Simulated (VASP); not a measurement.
# Rb (I4/mmm) in VASP: notebook, part 2 of 2

VASP 6.6.1. The steps go on from the part before.

## Step 3: Single point, PBE (uniaxial strain along c: +6.0 %)

INCAR reads:

```
  PREC = Accurate
  ENCUT = 520
  EDIFF = 1E-6
  ISMEAR = 0
  SIGMA = 0.1
  LREAL = False
  LASPH = True
  NELM = 80
  ALGO = Fast
  ISIF = 2
  LWAVE = False
  LCHARG = False
  GGA = PE
  NBANDS = 16
```

KPOINTS reads:

```
regular mesh
0
Gamma
  10 10 10
```

POSCAR reads:

```
Rb
1.0
    5.5855026613      0.0000000000      0.0000000000
    0.0000000000      5.5855026613      0.0000000000
    0.0000000000      0.0000000000      6.0107947421
Rb
2
Direct
    0.0000000000      0.0000000000      0.0000000000
    0.5000000000      0.5000000000      0.5000000000
```

Potentials or basis: VASP PAW PBE potentials, release 64 (Rb_sv).

Command:

```bash
$ cat potpaw_PBE.64/Rb_sv/POTCAR > POTCAR
$ mpirun -np 1 vasp_std > vasp.out
```

OUTCAR:

```text
PREC = Accurate
   ENCUT = 520
   EDIFF = 1E-6
   ISMEAR = 0
   LREAL = False
   LASPH = True
   NELM = 80
   ISIF = 2
   GGA = PE

 ion  position               nearest neighbor table
   1  0.000  0.000  0.000-   2 4.96   2 4.96   2 4.96   2 4.96   2 4.96   2 4.96   2 4.96   2 4.96

   2  0.500  0.500  0.500-   1 4.96   1 4.96   1 4.96   1 4.96   1 4.96   1 4.96   1 4.96   1 4.96

  LATTYP: Found a simple tetragonal cell.
 ALAT       =     5.5855026613
 C/A-ratio  =     1.0761421320

  Lattice vectors:

 A1 = (   5.5855026613,   0.0000000000,   0.0000000000)
 A2 = (   0.0000000000,   5.5855026613,   0.0000000000)
 A3 = (   0.0000000000,   0.0000000000,   6.0107947421)

Analysis of symmetry for initial positions (statically):
=====================================================================
 Subroutine PRICEL returns following result:

  LATTYP: Found a body centered tetragonal cell.
 ALAT       =     5.5855026613
 C/A-ratio  =     1.0761421320

  Lattice vectors:

 A1 = (  -2.7927513306,  -2.7927513306,  -3.0053973710)
 A2 = (   2.7927513306,   2.7927513306,  -3.0053973710)
 A3 = (   2.7927513306,  -2.7927513307,   3.0053973710)

   2 primitive cells build up your supercell.

 Routine SETGRP: Setting up the symmetry group for a
 simple tetragonal supercell.

 Subroutine GETGRP returns: Found 16 space group operations
 (whereof 16 operations were pure point group operations)
 out of a pool of 16 trial point group operations.

The static configuration has the point symmetry D_4h.

Analysis of symmetry for dynamics (positions and initial velocities):
=====================================================================
 Subroutine PRICEL returns following result:

  LATTYP: Found a body centered tetragonal cell.
 ALAT       =     5.5855026613
 C/A-ratio  =     1.0761421320
[... 130 lines left out ...]
   EFERMI_NEDOS =   21; number of points for ismear=-14 and -15
   IALGO  =     68    algorithm
   IMIX   =      4    mixing-type and parameters
     AMIX     =   0.40;   BMIX     =  1.00
     AMIX_MAG =   1.60;   BMIX_MAG =  1.00
  volume/ion in A,a.u.               =      93.76       632.74
  Fermi-wavevector in a.u.,A,eV,Ry     =   0.749572  1.416486  7.644551  0.561859
  Thomas-Fermi vector in A             =   1.846123
   LORBIT       =      0    0 simple, 1 ext, 2 COOP (PROOUT), +10 PAW based schemes
   GGA     = PE    functional components
   LHFCALC =     F    Hartree Fock is set to
   AEXX    =    0.0000 exact exchange contribution
   IVDW    =     0    specifies the selected vdW correction
   LEPSILON=     F    determine dielectric tensor
   LRPA    =     F    only Hartree local field effects (RPA)
 non-spin polarized calculation
 RMM-DIIS sequential band-by-band and
 Gauss-broadening in eV      SIGMA  =   0.10
  energy-cutoff  :      520.00
  volume of cell :      187.52
 maximum number of plane-waves:      5107
 NGX is ok and might be reduce to    42
   NGX = 21   NGY = 21   NGZ = 23

 number of electron      18.0000001 magnetization

 Free energy of the ion-electron system (eV)
  ---------------------------------------------------
  ext. energy  EPLUGINS =         0.00000000
  ---------------------------------------------------
  free energy    TOTEN  =        -1.87515223 eV

  energy without entropy =       -1.86632684  energy(sigma->0) =       -1.87073953

 E-fermi :  -0.0424     XC(G=0):  -5.3949

 val. band max:       -0.0504670092   @ k =   0.4000   0.0000   0.5000
 cond. band min:      -0.0325549039   @ k =   0.5000   0.2000   0.3000
 fundamental gap:      0.0179121053
 Fermi energy:        -0.0424120400

 k-point     1 :       0.0000    0.0000    0.0000
  band No.  band energies     occupation
      1     -28.9728      2.00000
      2     -28.9664      2.00000
      3     -13.0874      2.00000
      4     -13.0749      2.00000
      5     -13.0749      2.00000
      6     -13.0179      2.00000
[... 433 lines left out ...]
      3     -13.0852      2.00000
      4     -13.0688      2.00000
      5     -13.0679      2.00000
      6     -13.0366      2.00000
[... 8 lines left out ...]
     15       3.3361      0.00000
     16       3.3914      0.00000

 [... further k-points ...]

------------------------ aborting loop because EDIFF is reached ----------------------------------------

  FORCE on cell =-STRESS in cart. coord.  units (eV):
  Direction    XX          YY          ZZ          XY          YZ          ZX
  --------------------------------------------------------------------------------------
  -------------------------------------------------------------------------------------
  Total       -0.0979723     -0.0979723     -0.0781269      0.0000000     -0.0000000      0.0000000
  in kB       -0.8370613     -0.8370613     -0.6675051      0.0000000     -0.0000000      0.0000000
  external PRESSURE =      -0.7805426 kB  Pullay stress =       0.0000000 kB

 VOLUME and BASIS-vectors are now :
 -----------------------------------------------------------------------------
  energy-cutoff  :      520.00
  volume of cell :      187.52
      direct lattice vectors                 reciprocal lattice vectors
     5.585502661  0.000000000  0.000000000     0.179034916  0.000000000  0.000000000
     0.000000000  5.585502661  0.000000000     0.000000000  0.179034916  0.000000000
     0.000000000  0.000000000  6.010794742     0.000000000  0.000000000  0.166367351

 POSITION                                       TOTAL-FORCE (eV/Angst)
 -----------------------------------------------------------------------------------
      0.00000      0.00000      0.00000         0.000000      0.000000     -0.000000
      2.79275      2.79275      3.00540        -0.000000     -0.000000      0.000000
 -----------------------------------------------------------------------------------
    total drift:                                0.000000     -0.000000     -0.000000

  FREE ENERGIE OF THE ION-ELECTRON SYSTEM (eV)
  ---------------------------------------------------
  free  energy   TOTEN  =        -1.8751522292 eV

  energy  without entropy=       -1.8663268367  energy(sigma->0) =       -1.87073953
```

stdout:

```text
POSCAR found type information on POSCAR Rb
 POSCAR found :  1 types and       2 ions
 scaLAPACK will be used
 LDA part: xc-table for (Slater+PW92), standard interpolation
 POSCAR, INCAR and KPOINTS ok, starting setup
 FFT: planning ... GRIDC
 FFT: planning ... GRID_SOFT
 FFT: planning ... GRID
 WAVECAR not read
 entering main loop
```

It took 2.6 min on 1 thread of Intel Xeon Platinum 8488C (Sapphire Rapids), shared host; peak memory 0.47 GiB.

Results:

```yaml
Free_energy: -1.8752 eV
Pressure: -0.1 GPa
Band_gap_on_the_k_mesh: zero (bands 9 and 10 overlap by 1.96 eV)
```

Caveat: the cell differs from its parent crystal (uniaxial strain along c: +6.0 %).
